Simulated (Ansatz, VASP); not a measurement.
# One calculation of TaN, two programs

INCAR

```
  PREC = Accurate
  ENCUT = 520
  EDIFF = 1E-6
  ISMEAR = 0
  SIGMA = 0.15
  LREAL = F
  LASPH = T
  NELM = 60
  ALGO = Normal
  ISIF = 2
  LWAVE = F
  LCHARG = T
  GGA = PS
  LELF = T
  LVHAR = T
  NBANDS = 24
```

File KPOINTS:

```
regular mesh
0
Gamma
  18 18 8
```

The input POSCAR:

```
TaN
1.0
    3.2900793096      0.0000000000      0.0000000000
   -1.6450396548      2.8492922626      0.0000000000
    0.0000000000      0.0000000000      5.8849648611
Ta N
2 2
Direct
    0.3333333333      0.6666666667      0.0301041378
    0.6666666667      0.3333333333      0.5301041378
    0.3333333333      0.6666666667      0.3548958622
    0.6666666667      0.3333333333      0.8548958622
```

Input for Ansatz:

```yaml
crystal:
  lattice:
    - [3.2900793096, 0.0, 0.0]
    - [-1.6450396548, 2.8492922626, 0.0]
    - [0.0, 0.0, 5.8849648611]
  atoms:
    - { symbol: Ta, position: [0.3333333333, 0.6666666667, 0.0301041378] }
    - { symbol: Ta, position: [0.6666666667, 0.3333333333, 0.5301041378] }
    - { symbol: "N", position: [0.3333333333, 0.6666666667, 0.3548958622] }
    - { symbol: "N", position: [0.6666666667, 0.3333333333, 0.8548958622] }
basis:
  ecutwfc: 520.0
kpoints:
  mp_grid: { grid: [18, 18, 8] }
hamiltonian:
  xc: pbesol
  pseudopotentials: { kind: paw, azcp: { folder: soft_1 } }
scf:
  occupations: { method: gaussian, width: 0.15 }
output:
  forces: true
  stress: true
  eigenvalues: true
```

Alike in both runs: task single point; functional PBEsol; k mesh 18 × 18 × 8; occupations gaussian, width 0.15 eV; no spin polarisation.

|  | VASP | Ansatz |
| --- | --- | --- |
| version | VASP 6.6.1 | Ansatz 0.2.0 |
| potentials or method | VASP PAW PBE potentials, release 64 (Ta_pv, N), cutoff 520 eV | scalar-relativistic, plane waves, PAW |
| valence electrons in the cell | 32 | 36 |

|  | VASP | Ansatz | Ansatz less VASP |
| --- | --- | --- | --- |
| gap on the k mesh at the Fermi level (eV) | none | none | - |
| pressure (GPa) | -11.5 | -12.2 | -0.69 |
| traceless stress, the component that is largest in VASP (GPa) | 16.56 | 15.92 | -0.639 |
| rms of the force components (eV/Å) | 0.883 | 0.842 | -0.0409 |

VASP's potentials were made for PBE, not for PBEsol, and Ansatz warns of the same on its side. Atom by atom the forces differ by 0.041 eV/Å (rms over components). A gap of «none» marks a metal or a gap that the smearing closes. The functional is the same, so the differences come from potentials, cutoffs and numerics. VASP's potentials hold 32 valence electrons a cell and Ansatz's 36, so a difference there can come from the potentials and not from the codes.

Spin-orbit coupling is off throughout.
